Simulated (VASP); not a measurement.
**Hg: single point with revPBE+D4**

Crystal: Hg.

```
Hg
1.0
     3.43858    0.00000    0.00000
    -1.71929    2.97789    0.00000
     0.00000    0.00000    5.45072
Hg
2
Direct
  0.33333 0.66667 0.25000
  0.66667 0.33333 0.75000
```

| Quantity | Value |
| --- | --- |
| Program | VASP 6.6.1 |
| Task | single point |
| Functional | revPBE |
| Dispersion | D4 |
| Potentials or basis | VASP PAW PBE potentials, release 64 (Hg) |
| Cutoff | 520 eV |
| k mesh | 9 × 9 × 5 |
| Occupations | methfessel-paxton, width 0.1 eV |
| Spin | no spin polarisation |

* Pressure: -0.2 GPa
* Band gap on the k mesh: zero (band 12 reaches 1.31 eV, above the bottom of band 13 at 0.90 eV)
* Dispersion energy per atom: -0.627 eV

Stress tensor (GPa, compression positive):
```
-0.35  0.00  0.00
 0.00 -0.35  0.00
 0.00  0.00 -0.01
```

Levels at points of the mesh, in eV from the Fermi level:
```csv
k point,band 10,band 11,band 12,band 13,band 14,band 15
"(0.00, 0.00, 0.00)",-5.40,-5.40,-1.25,-0.38,11.20,11.20
```

Wall time 33 s on 1 thread of Intel Xeon 6975P-C, with other jobs on the host, peak memory 0.19 GiB.

Caveat: the PAW data sets were made with another functional, which shifts forces and pressure a little; spin-orbit coupling is left out, which moves the levels of the heavy elements; pairwise dispersion overbinds metals, which lowers pressure and volume.
